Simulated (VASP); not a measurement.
Runs of VASP 6.6.1 on NaMgBr3. The structure is that of space group Pm-3m (No. 221), or close to it. The cells are those of the table. 

```csv
level,cell,smearing,gap on the mesh (eV),pressure (GPa)
PBE,"a = 5.321, b = 5.269, c = 5.269 Å, 5 atoms",fermi-dirac 0.02 eV,2.77,(a)
PBE,"a = 5.427 Å, 5 atoms",fermi-dirac 0.02 eV,2.49,-1.5
PBE,"a = 5.321, b = 5.321, c = 5.241 Å, 5 atoms",fermi-dirac 0.02 eV,(b),0.2
r2SCAN,"a = 5.321, b = 5.269, c = 5.269 Å, 5 atoms",gaussian 0.01 eV,3.58,-0.4
r2SCAN,"a = 5.321, b = 5.321, c = 5.241 Å, 5 atoms",gaussian 0.01 eV,(c),-0.5
```

Alike in all rows: task single point; potentials or basis VASP PAW PBE potentials, release 64 (Na_pv, Mg, Br); no spin polarisation; k mesh 6 × 6 × 6; cutoff (eV) 520.

Task: Fill in the values left out.

Result: (a) 0.3; (b) 2.76; (c) 3.57.

Caveats: the PAW data sets were made with another functional, which shifts forces and pressure a little (at least some runs).

A k mesh can miss the band edges, and the runs leave out spin-orbit coupling on Br.
